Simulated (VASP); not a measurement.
# Tl2Ga (P6/mmm) in VASP: notebook

Runs on Tl2Ga. Level: PBE. Tasks: single point, relaxation of cell and atoms.

Everything below comes from runs of VASP 6.6.1. Logs are shortened: lines on timing, memory, paths and dates and some standing lists are left out, and cuts for length are marked.

## 1. The cell of the first run

Symmetry: P6/mmm, No. 191, hexagonal system. The conventional cell has a = 4.235 Å, b = 4.235 Å, c = 4.573 Å, α = 90.00°, β = 90.00°, γ = 120.00°. Tl (site symmetry -6m2) has 3 Tl at 2.45 Å within 3.2 Å. Ga (site symmetry 6/mmm) has 12 Tl at 3.35 Å and 8 Ga at 4.24 to 4.57 Å within 4.6 Å.

## 2. Single point, PBE

File INCAR:

```
SYSTEM = Tl2Ga
ALGO = Normal
EDIFF = 1E-6
ENCUT = 520
GGA = PE
ISIF = 2
ISMEAR = 0
LASPH = .True.
LCHARG = .True.
LELF = .True.
LREAL = .False.
LVHAR = .True.
LWAVE = .False.
NBANDS = 26
NELM = 80
PREC = Accurate
SIGMA = 0.1
```

File KPOINTS:

```
k-points
0
Gamma
  6 6 4
  0 0 0
```

File POSCAR:

```
Tl2Ga
1.0
    4.2351239504      0.0000000000      0.0000000000
   -2.1175619752      3.6677249292      0.0000000000
    0.0000000000      0.0000000000      4.5728082521
Tl Ga
2 1
Direct
    0.3333333333      0.6666666667      0.5000000000
    0.6666666667      0.3333333333      0.5000000000
    0.0000000000      0.0000000000      0.0000000000
```

Potentials or basis: VASP PAW PBE potentials, release 64 (Tl_d, Ga_d).

On the command line:

```sh
$ cat potpaw_PBE.64/Tl_d/POTCAR potpaw_PBE.64/Ga_d/POTCAR > POTCAR
$ mpirun -np 1 vasp_std > vasp.out
```

OUTCAR:

```text
SYSTEM = Tl2Ga
   EDIFF = 1E-6
   ENCUT = 520
   GGA = PE
   ISIF = 2
   ISMEAR = 0
   LASPH = .True.
   LREAL = .False.
   NELM = 80
   PREC = Accurate

 ion  position               nearest neighbor table
   1  0.333  0.667  0.500-   2 2.45   2 2.45   2 2.45   3 3.35   3 3.35   3 3.35   3 3.35   3 3.35
                             3 3.35
   2  0.667  0.333  0.500-   1 2.45   1 2.45   1 2.45   3 3.35   3 3.35   3 3.35   3 3.35   3 3.35
                             3 3.35
   3  0.000  0.000  0.000-   1 3.35   2 3.35   1 3.35   2 3.35   1 3.35   1 3.35   2 3.35   2 3.35
                             2 3.35   2 3.35   1 3.35   1 3.35

  LATTYP: Found a hexagonal cell.
 ALAT       =     4.2351239504
 C/A-ratio  =     1.0797342193

  Lattice vectors:

 A1 = (   4.2351239504,   0.0000000000,   0.0000000000)
 A2 = (  -2.1175619752,   3.6677249292,   0.0000000000)
 A3 = (   0.0000000000,   0.0000000000,   4.5728082521)

Analysis of symmetry for initial positions (statically):
=====================================================================
 Subroutine PRICEL returns:
 Original cell was already a primitive cell.

 Routine SETGRP: Setting up the symmetry group for a
 hexagonal supercell.

 Subroutine GETGRP returns: Found 24 space group operations
 (whereof 24 operations were pure point group operations)
 out of a pool of 24 trial point group operations.

The static configuration has the point symmetry D_6h.

Analysis of symmetry for dynamics (positions and initial velocities):
=====================================================================
 Subroutine PRICEL returns:
 Original cell was already a primitive cell.

 Routine SETGRP: Setting up the symmetry group for a
 hexagonal supercell.

 Subroutine GETGRP returns: Found 24 space group operations
 (whereof 24 operations were pure point group operations)
 out of a pool of 24 trial point group operations.

The dynamic configuration has the point symmetry D_6h.

 Subroutine INISYM returns: Found 24 space group operations
 (whereof 24 operations are pure point group operations),
 and found     1 'primitive' translations

----------------------------------------------------------------------------------------

                                     Primitive cell

  volume of cell :      71.0307

  direct lattice vectors                    reciprocal lattice vectors
     4.235123950  0.000000000  0.000000000     0.236120598  0.136324291  0.000000000
    -2.117561975  3.667724929  0.000000000     0.000000000  0.272648582  0.000000000
     0.000000000  0.000000000  4.572808252     0.000000000  0.000000000  0.218684000

  length of vectors
     4.235123950  4.235123950  4.572808252     0.272648582  0.272648582  0.218684000

  position of ions in fractional coordinates (direct lattice)
     0.333333333  0.666666667  0.500000000
     0.666666667  0.333333333  0.500000000
     0.000000000  0.000000000  0.000000000

  ion indices of the primitive-cell ions
   primitive index   ion index
                 1           1
                 2           2
                 3           3

----------------------------------------------------------------------------------------

 KPOINTS: k-points

Automatic generation of k-mesh.
 Grid dimensions read from file:
 generate k-points for:    6    6    4

 Generating k-lattice:

  Cartesian coordinates                     Fractional coordinates (reciprocal lattice)
     0.039353433  0.022720715  0.000000000     0.166666667 -0.000000000  0.000000000
     0.000000000  0.045441430  0.000000000     0.000000000  0.166666667  0.000000000
     0.000000000  0.000000000  0.054671000     0.000000000  0.000000000  0.250000000

  Length of vectors
     0.045441430  0.045441430  0.054671000

  Shift w.r.t. Gamma in fractional coordinates (k-lattice)
     0.000000000  0.000000000  0.000000000

 Subroutine IBZKPT returns following result:
 ===========================================

 Found     21 irreducible k-points:

 Following reciprocal coordinates:
            Coordinates               Weight
  0.000000  0.000000  0.000000      1.000000
  0.166667  0.000000  0.000000      6.000000
  0.333333  0.000000  0.000000      6.000000
  0.500000 -0.000000  0.000000      3.000000
  0.166667  0.166667  0.000000      6.000000
  0.333333  0.166667  0.000000     12.000000
[... 13 lines left out ...]
  0.333333  0.166667  0.500000     12.000000
  0.333333  0.333333  0.500000      2.000000
   k-points           NKPTS =     21   k-points in BZ     NKDIM =     21   number of bands    NBANDS=     26
   number of dos      NEDOS =    301   number of ions     NIONS =      3
   total plane-waves  NPLWV =  36864
   dimension x,y,z NGX =    32 NGY =   32 NGZ =   36
   dimension x,y,z NGXF=    64 NGYF=   64 NGZF=   72
   ions per type =               2   1
   NGX,Y,Z   is equivalent  to a cutoff of  12.56, 12.56, 13.09 a.u.
   NGXF,Y,Z  is equivalent  to a cutoff of  25.12, 25.12, 26.18 a.u.
 SYSTEM =  Tl2Ga
   PREC   = accura    normal or accurate (medium, high low for compatibility)
   ISTART =      0    job   : 0-new  1-cont  2-samecut
   ICHARG =      2    charge: 1-file 2-atom 10-const
   ISPIN  =      1    spin polarized calculation?
   LNONCOLLINEAR =      F non collinear calculations
   LSORBIT =      F    spin-orbit coupling
   LASPH  =      T    aspherical Exc in radial PAW
   ENCUT  =  520.0 eV  38.22 Ry    6.18 a.u.   7.87  7.87  8.50*2*pi/ulx,y,z
   NELM   =     80;   NELMIN=  2; NELMDL= -5     # of ELM steps
   EDIFF  = 0.1E-05   stopping-criterion for ELM
   LREAL  =      F    real-space projection
   EDIFFG = 0.1E-04   stopping-criterion for IOM
   NSW    =      0    number of steps for IOM
   IBRION =     -1    ionic relax: 0-MD 1-quasi-New 2-CG
   NFREE  =      0    steps in history (QN), initial steepest desc. (CG)
   ISIF   =      2    stress and relaxation
   ISYM   =      2    0-nonsym 1-usesym 2-fastsym
   POTIM  = 0.5000    time-step for ionic-motion
   TEBEG  =    0.0;   TEEND  =   0.0 temperature during run
   PSTRESS=    0.0 pullay stress
   NELECT =      39.0000    total number of electrons
   NUPDOWN=      -1.0000    fix difference up-down
   EMIN   =  10.00;   EMAX   =-10.00  energy-range for DOS
   EFERMI =   0.00;   METHOD = LEGACY
   ISMEAR =     0;   SIGMA  =   0.10  broadening in eV -4-tet -1-fermi 0-gaus
   EFERMI_NEDOS =   21; number of points for ismear=-14 and -15
   IALGO  =     38    algorithm
   IMIX   =      4    mixing-type and parameters
     AMIX     =   0.40;   BMIX     =  1.00
     AMIX_MAG =   1.60;   BMIX_MAG =  1.00
  volume/ion in A,a.u.               =      23.68       159.78
  Fermi-wavevector in a.u.,A,eV,Ry     =   1.340544  2.533261 24.450462  1.797058
  Thomas-Fermi vector in A             =   2.468848
   LORBIT       =      0    0 simple, 1 ext, 2 COOP (PROOUT), +10 PAW based schemes
   GGA     = PE    functional components
   LHFCALC =     F    Hartree Fock is set to
   AEXX    =    0.0000 exact exchange contribution
   IVDW    =     0    specifies the selected vdW correction
   LEPSILON=     F    determine dielectric tensor
   LRPA    =     F    only Hartree local field effects (RPA)
 non-spin polarized calculation
 Gauss-broadening in eV      SIGMA  =   0.10
  energy-cutoff  :      520.00
  volume of cell :       71.03
 maximum number of plane-waves:      1938
 NGX is ok and might be reduce to    32
   NGX = 15   NGY = 15   NGZ = 17

 number of electron      39.0000014 magnetization

 Free energy of the ion-electron system (eV)
  ---------------------------------------------------
  ext. energy  EPLUGINS =         0.00000000
  ---------------------------------------------------
  free energy    TOTEN  =        -3.40235480 eV

  energy without entropy =       -3.39514735  energy(sigma->0) =       -3.39875107

 E-fermi :   7.1385     XC(G=0): -10.5947

 val. band max:        7.0395946021   @ k =   0.3333   0.0000   0.5000
 cond. band min:       7.1436775706   @ k =   0.1667   0.0000   0.2500
 fundamental gap:      0.1040829685
 Fermi energy:         7.1384588631

 k-point     1 :       0.0000    0.0000    0.0000
  band No.  band energies     occupation
      1      -7.7852      2.00000
      2      -7.7599      2.00000
      3      -7.7599      2.00000
      4      -7.7383      2.00000
      5      -7.7383      2.00000
      6      -6.8911      2.00000
[... 18 lines left out ...]
     25      14.6140      0.00000
     26      16.2464      0.00000

 k-point     2 :       0.1667    0.0000    0.0000
  band No.  band energies     occupation
      1      -7.7763      2.00000
      2      -7.7634      2.00000
      3      -7.7627      2.00000
      4      -7.7401      2.00000
      5      -7.7353      2.00000
      6      -6.8647      2.00000
[... 18 lines left out ...]
     25      13.1360      0.00000
     26      14.8767      0.00000

 k-point     3 :       0.3333    0.0000    0.0000
  band No.  band energies     occupation
      1      -7.7704      2.00000
      2      -7.7678      2.00000
      3      -7.7659      2.00000
      4      -7.7432      2.00000
      5      -7.7291      2.00000
      6      -7.0206      2.00000
[... 18 lines left out ...]
     25      13.3196      0.00000
     26      15.0201      0.00000

 k-point     4 :       0.5000   -0.0000    0.0000
  band No.  band energies     occupation
      1      -7.7739      2.00000
      2      -7.7704      2.00000
      3      -7.7663      2.00000
      4      -7.7434      2.00000
      5      -7.7259      2.00000
      6      -7.1448      2.00000
[... 18 lines left out ...]
     25      12.7698      0.00000
     26      16.2308      0.00000
[... 409 lines left out ...]
      1      -7.7818      2.00000
      2      -7.7644      2.00000
      3      -7.7530      2.00000
      4      -7.7411      2.00000
      5      -7.7350      2.00000
      6      -7.0031      2.00000
[... 18 lines left out ...]
     25      13.3501      0.00000
     26      16.1789      0.00000

 k-point    20 :       0.3333    0.1667    0.5000
  band No.  band energies     occupation
      1      -7.7788      2.00000
      2      -7.7649      2.00000
      3      -7.7516      2.00000
      4      -7.7372      2.00000
      5      -7.7290      2.00000
      6      -7.2688      2.00000
[... 18 lines left out ...]
     25      15.0707      0.00000
     26      17.2624      0.00000

 k-point    21 :       0.3333    0.3333    0.5000
  band No.  band energies     occupation
      1      -7.7693      2.00000
      2      -7.7693      2.00000
      3      -7.7507      2.00000
      4      -7.7318      2.00000
      5      -7.7318      2.00000
      6      -7.4073      2.00000
[... 18 lines left out ...]
     25      15.4943      0.00000
     26      15.4943      0.00000

------------------------ aborting loop because EDIFF is reached ----------------------------------------

  FORCE on cell =-STRESS in cart. coord.  units (eV):
  Direction    XX          YY          ZZ          XY          YZ          ZX
  --------------------------------------------------------------------------------------
  -------------------------------------------------------------------------------------
  Total       19.3924823     19.3924823      1.4774232      0.0000000      0.0000000      0.0000000
  in kB      437.4194732    437.4194732     33.3249581      0.0000000      0.0000000      0.0000000
  external PRESSURE =     302.7213015 kB  Pullay stress =       0.0000000 kB

 VOLUME and BASIS-vectors are now :
 -----------------------------------------------------------------------------
  energy-cutoff  :      520.00
  volume of cell :       71.03
      direct lattice vectors                 reciprocal lattice vectors
     4.235123950  0.000000000  0.000000000     0.236120598  0.136324291  0.000000000
    -2.117561975  3.667724929  0.000000000     0.000000000  0.272648582  0.000000000
     0.000000000  0.000000000  4.572808252     0.000000000  0.000000000  0.218684000

 POSITION                                       TOTAL-FORCE (eV/Angst)
 -----------------------------------------------------------------------------------
     -0.00000      2.44515      2.28640         0.000000      0.000000      0.000000
      2.11756      1.22257      2.28640        -0.000000      0.000000     -0.000000
      0.00000      0.00000      0.00000        -0.000000      0.000000      0.000000
 -----------------------------------------------------------------------------------
    total drift:                                0.000000     -0.000000      0.000000

  FREE ENERGIE OF THE ION-ELECTRON SYSTEM (eV)
  ---------------------------------------------------
  free  energy   TOTEN  =        -3.4023548002 eV

  energy  without entropy=       -3.3951473479  energy(sigma->0) =       -3.39875107
```

Wall time 13 s (1 thread of Intel Xeon 6975P-C (Granite Rapids), shared host); peak memory 0.2 GiB.

What came out:

```
Free energy            : -3.4024 eV
Pressure               : 30.3 GPa
Band gap on the k mesh : zero (an odd number of electrons rules out a gap without spin polarisation)
```

Caveat: the cell stands under pressure; spin-orbit coupling is left out, which moves the levels of the heavy elements.

## 3. Single point, PBE

This run uses another cell than the first one, of 28.78 Å³/atom.

File INCAR:

```
SYSTEM = Tl2Ga
PREC = Accurate ; ENCUT = 520
EDIFF = 1E-6 ; ISMEAR = 0
SIGMA = 0.1 ; LREAL = .FALSE.
LASPH = .TRUE. ; NELM = 80
ALGO = Normal ; ISIF = 2
LWAVE = .FALSE. ; LCHARG = .TRUE.
GGA = PE ; LELF = .TRUE.
LVHAR = .TRUE. ; NBANDS = 26
```

File KPOINTS:

```
Automatic mesh
0
G
  6 6 4
  0 0 0
```

File POSCAR:

```
Tl2Ga
1.0
    5.6656064940      0.0000000000      0.0000000000
   -2.8328032470      4.9065591516      0.0000000000
    0.0000000000      0.0000000000      3.1054089337
Tl Ga
2 1
Direct
    0.3333333333      0.6666666667      0.5000000000
    0.6666666667      0.3333333333      0.5000000000
    0.0000000000      0.0000000000      0.0000000000
```

Potentials or basis: VASP PAW PBE potentials, release 64 (Tl_d, Ga_d).

On the command line:

```sh
$ cat potpaw_PBE.64/Tl_d/POTCAR potpaw_PBE.64/Ga_d/POTCAR > POTCAR
$ mpirun -np 1 vasp_std > vasp.out
```

Run time: 17 s. Hardware: 1 thread of Intel Xeon 6975P-C (Granite Rapids), shared host; peak memory 0.21 GiB.

It converged, with:

```yaml
Free_energy: -7.0879 eV
Pressure: -0.1 GPa
Band_gap_on_the_k_mesh: zero (an odd number of electrons rules out a gap without spin polarisation)
```

Stress tensor (GPa, compression positive):
```
-0.12  0.00  0.00
 0.00 -0.12  0.00
 0.00  0.00  0.07
```

Levels at points of the mesh, in eV from the Fermi level:
```tsv
k point	band 15	band 16	band 17	band 18	band 19	band 20	band 21	band 22	band 23	band 24
(0.00, 0.00, 0.00)	-11.04	-9.50	-4.67	-4.56	-0.79	-0.79	-0.59	-0.59	6.70	8.76
(0.50, 0.00, 0.00)	-11.03	-8.01	-7.56	-5.24	-2.64	2.12	2.22	4.17	4.33	5.30
(0.00, 0.00, 0.50)	-10.71	-5.62	-4.52	-1.39	-0.14	0.32	1.16	2.16	2.16	2.60
(0.50, 0.00, 0.50)	-10.81	-4.54	-3.77	-3.53	-1.96	-0.75	-0.06	1.00	2.38	5.13
```

Caveat: the k points lie up to 0.51 Å⁻¹ apart, too coarse for converged energies and pressures of a metal; spin-orbit coupling is left out, which moves the levels of the heavy elements.

## 4. Single point, PBE

This run uses another cell than the first one, of 28.12 Å³/atom.

File INCAR:

```
PREC = Accurate
ENCUT = 520
EDIFF = 1E-6
ISMEAR = 0
SIGMA = 0.1
LREAL = False
LASPH = True
NELM = 80
ALGO = Normal
ISIF = 2
LWAVE = False
LCHARG = False
GGA = PE
NBANDS = 26
```

File KPOINTS:

```
Automatic mesh
0
Gamma
  6 6 6
```

File POSCAR:

```
Tl2Ga
1.0
    5.4958992358      0.0000000000      0.0000000000
   -2.7479496179      4.7595883548      0.0000000000
    0.0000000000      0.0000000000      3.2244712572
Tl Ga
2 1
Direct
    0.3333333333      0.6666666667      0.5000000000
    0.6666666667      0.3333333333      0.5000000000
    0.0000000000      0.0000000000      0.0000000000
```

Potentials or basis: VASP PAW PBE potentials, release 64 (Tl_d, Ga_d).

On the command line:

```sh
$ cat potpaw_PBE.64/Tl_d/POTCAR potpaw_PBE.64/Ga_d/POTCAR > POTCAR
$ mpirun -np 1 vasp_std > vasp.out
```

OUTCAR:

```text
PREC = Accurate
   ENCUT = 520
   EDIFF = 1E-6
   ISMEAR = 0
   LREAL = False
   LASPH = True
   NELM = 80
   ISIF = 2
   GGA = PE

 ion  position               nearest neighbor table
   1  0.333  0.667  0.500-   2 3.17   2 3.17   2 3.17
   2  0.667  0.333  0.500-   1 3.17   1 3.17   1 3.17
   3  0.000  0.000  0.000-

  LATTYP: Found a hexagonal cell.
 ALAT       =     5.4958992358
 C/A-ratio  =     0.5867049447

  Lattice vectors:

[... 887 lines left out ...]

  FORCE on cell =-STRESS in cart. coord.  units (eV):
  Direction    XX          YY          ZZ          XY          YZ          ZX
  --------------------------------------------------------------------------------------
  -------------------------------------------------------------------------------------
  Total        0.0111159      0.0111159      0.1687064      0.0000000     -0.0000000      0.0000000
  in kB        0.2111481      0.2111481      3.2046124      0.0000000     -0.0000000      0.0000000
  external PRESSURE =       1.2089695 kB  Pullay stress =       0.0000000 kB

 VOLUME and BASIS-vectors are now :
 -----------------------------------------------------------------------------
  energy-cutoff  :      520.00
  volume of cell :       84.35
      direct lattice vectors                 reciprocal lattice vectors
     5.495899236  0.000000000  0.000000000     0.181953845  0.105051102  0.000000000
    -2.747949618  4.759588355  0.000000000     0.000000000  0.210102203  0.000000000
     0.000000000  0.000000000  3.224471257     0.000000000  0.000000000  0.310128365

 POSITION                                       TOTAL-FORCE (eV/Angst)
 -----------------------------------------------------------------------------------
     -0.00000      3.17306      1.61224         0.000000      0.000000     -0.000000
      2.74795      1.58653      1.61224        -0.000000     -0.000000      0.000000
      0.00000      0.00000      0.00000         0.000000      0.000000      0.000000
 -----------------------------------------------------------------------------------
    total drift:                               -0.000000      0.000000     -0.000000

  FREE ENERGIE OF THE ION-ELECTRON SYSTEM (eV)
  ---------------------------------------------------
  free  energy   TOTEN  =        -6.9923752727 eV

  energy  without entropy=       -6.9837757136  energy(sigma->0) =       -6.98807549
```

OSZICAR:

```text
N       E                     dE             d eps       ncg     rms          rms(c)
DAV:   1     0.280692445922E+03    0.28069E+03   -0.19722E+04  1524   0.188E+03
DAV:   2     0.132106499018E+02   -0.26748E+03   -0.25991E+03  1488   0.446E+02
DAV:   3    -0.664483327217E+01   -0.19855E+02   -0.19652E+02  1650   0.105E+02
DAV:   4    -0.706236391696E+01   -0.41753E+00   -0.41689E+00  1660   0.151E+01
DAV:   5    -0.706999830526E+01   -0.76344E-02   -0.76337E-02  1756   0.210E+00    0.339E+00
DAV:   6    -0.700349869627E+01    0.66500E-01   -0.14355E-01  1658   0.266E+00    0.241E+00
DAV:   7    -0.699319284192E+01    0.10306E-01   -0.46027E-02  1706   0.155E+00    0.938E-01
DAV:   8    -0.699236191375E+01    0.83093E-03   -0.35855E-03  1586   0.432E-01    0.497E-02
DAV:   9    -0.699236664792E+01   -0.47342E-05   -0.17485E-04  1698   0.707E-02    0.173E-02
DAV:  10    -0.699237529800E+01   -0.86501E-05   -0.17008E-05  1684   0.296E-02    0.991E-03
DAV:  11    -0.699237527268E+01    0.25311E-07   -0.10197E-06   982   0.828E-03
   1 F= -.69923753E+01 E0= -.69880755E+01  d E =-.859956E-02
```

It took 18 s on 1 thread of Intel Xeon 6975P-C (Granite Rapids), shared host; peak memory 0.22 GiB.

Results:

| Quantity | Value |
| --- | --- |
| Free energy | -6.9924 eV |
| Pressure | 0.1 GPa |
| Band gap on the k mesh | zero (an odd number of electrons rules out a gap without spin polarisation) |

Stress tensor (GPa, compression positive):
```
0.02 0.00 0.00
0.00 0.02 0.00
0.00 0.00 0.32
```

Levels at points of the mesh, in eV from the Fermi level:
```
           k point  band 16  band 17  band 18  band 19  band 20  band 21  band 22  band 23
(0.00, 0.00, 0.00)    -9.77    -4.29    -4.28    -0.75    -0.75    -0.52    -0.52     5.37
(0.50, 0.00, 0.00)    -8.13    -7.68    -5.02    -2.75     2.52     2.68     4.55     4.74
(0.00, 0.00, 0.50)    -6.32    -5.00    -1.50    -0.05     0.47     1.40     1.84     1.84
(0.50, 0.00, 0.50)    -5.14    -4.28    -3.90    -2.22    -0.78    -0.03     0.57     2.10
```

Caveat: spin-orbit coupling is left out, which moves the levels of the heavy elements.

(Part 1 of 2 ends here.)
